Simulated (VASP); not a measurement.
The system is TlHO4.

```xyz
6
Lattice="0.0000 3.5407 3.5407 3.5407 0.0000 3.5407 3.5407 3.5407 0.0000" Properties=species:S:1:pos:R:3 pbc="T T T"
Tl    3.5407    3.5407    3.5407
H     0.0000    0.0000    0.0000
O     0.8993    0.8993    0.8993
O     0.8993    2.6414    2.6414
O     2.6414    2.6414    0.8993
O     2.6414    0.8993    2.6414
```

```yaml
Program: VASP 6.6.1
Task: relaxation of cell and atoms
Functional: PBEsol
Potentials_or_basis: VASP PAW PBE potentials, release 64 (Tl_d, H, O)
Cutoff: 600 eV
k_mesh: 8 × 8 × 8
Occupations: fermi-dirac, width 0.1 eV
Spin: no spin polarisation
```

At the start: pressure -15.8 GPa; volume 14.80 Å³/atom.

Task: Where does the relaxation end?

Result: Over 7 steps the energy falls by 311.5 meV/atom and the volume is 10.46 Å³/atom (-29.3 %); space group F-43m (No. 216, to 0.1 Å) before and after.

Step by step:
```csv
step,energy change (eV),largest force (eV/Å),pressure (GPa),volume (Å³)
1,0.0000,0.2630,-15.82,88.78
2,-1.5409,0.2277,-10.22,71.29
3,-1.8232,0.6163,-1.80,64.11
4,-1.8270,0.6869,-0.08,63.10
5,-1.8266,0.6543,-0.88,63.56
6,-1.8681,0.0924,0.15,62.62
7,-1.8689,0.0002,-0.02,62.74
```

Final structure:
```
Tl H O
1.0
     0.00000    3.15376    3.15376
     3.15376    0.00000    3.15376
     3.15376    3.15376    0.00000
Tl H O
1 1 4
Direct
  0.50000 0.50000 0.50000
  0.00000 0.00000 0.00000
  0.12816 0.12816 0.12816
  0.61551 0.12816 0.12816
  0.12816 0.12816 0.61551
  0.12816 0.61551 0.12816
```

Caveat: the volume moved by over 15 % at a fixed basis, so the end points are rough; the PAW data sets were made with another functional, which shifts forces and pressure a little.
